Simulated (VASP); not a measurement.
Wanted: the native input for a VASP 6.6.1 run.

```yaml
Task: single point
Functional: PBEsol
Potentials_or_basis: VASP PAW PBE potentials, release 64 (Na_pv, Zn, F)
Cutoff: 520 eV
k_mesh: 6 × 6 × 6
Occupations: fermi-dirac, width 0.03 eV
Spin: no spin polarisation
Dipole_correction: no
Further_INCAR_settings: ALGO = Normal; EDIFF = 1e-06; NBANDS = 36
```

The structure of Na2ZnF4 lies in POSCAR:

```
Na2ZnF4
1.0
   -2.4632742726      2.4632742726      5.3018863731
    2.4632742726     -2.4632742726      5.3018863731
    2.4632742726      2.4632742726     -5.3018863731
Na Zn F
2 1 4
Direct
    0.5000000000      0.5000000000      0.0000000000
    0.2500000000      0.7500000000      0.5000000000
    0.0000000000      0.0000000000      0.0000000000
    0.1530404356      0.0916156383      0.4473456803
    0.6442699581      0.7056947554      0.5526543197
    0.2943052446      0.8469595644      0.9385752027
    0.9083843617      0.3557300419      0.0614247973
```

These files were run (other wordings do the same):

INCAR

```
  ALGO = Normal
  EDIFF = 1E-6
  ENCUT = 520
  GGA = PS
  ISIF = 2
  ISMEAR = -1
  LASPH = T
  LCHARG = T
  LELF = T
  LREAL = F
  LVHAR = T
  LWAVE = F
  NBANDS = 36
  NELM = 100
  PREC = Accurate
  SIGMA = 0.03
```

KPOINTS

```
k-points
0
Gamma
  6 6 6
```

Potentials or basis: VASP PAW PBE potentials, release 64 (Na_pv, Zn, F).

The run is started by

```sh
$ cat potpaw_PBE.64/Na_pv/POTCAR potpaw_PBE.64/Zn/POTCAR potpaw_PBE.64/F/POTCAR > POTCAR
$ mpirun -np 1 vasp_std > vasp.out
```

It gave:

```json
{"Pressure": "0.2 GPa", "Largest force": "0.089 eV/Å", "Band gap on the k mesh": "4.73 eV (least direct gap 4.73 eV)"}
```

Caveat: the PAW data sets were made with another functional, which shifts forces and pressure a little.

It took 110 s on 1 thread of Intel(R) Xeon(R) 6975P-C (Granite Rapids), on a shared host, peak memory 0.39 GiB.
